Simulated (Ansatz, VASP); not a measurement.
**One calculation of InP, two programs**

```
CELL_PARAMETERS angstrom
0.00000 2.76380 2.76380
2.76380 0.00000 2.76380
2.76380 2.76380 0.00000
ATOMIC_POSITIONS crystal
In 0.00000 0.00000 0.00000
P 0.50000 0.50000 0.50000
```

Alike in both runs: task single point; functional PBEsol; k mesh 8 × 8 × 8; occupations gaussian, width 0.05 eV; no spin polarisation.

|  | VASP | Ansatz |
| --- | --- | --- |
| version | VASP 6.6.1 | Ansatz 0.2.0 |
| potentials or method | VASP PAW PBE potentials, release 64 (In_d, P), cutoff 500 eV | scalar-relativistic, plane waves, PAW |
| valence electrons in the cell | 18 | 18 |

```tsv
	VASP	Ansatz	Ansatz less VASP
gap on the k mesh at the Fermi level (eV)	none	none	-
pressure (GPa)	-3.0	-3.0	-0.06
```

VASP's potentials were made for PBE, not for PBEsol. A gap of «none» marks a metal or a gap that the smearing closes.
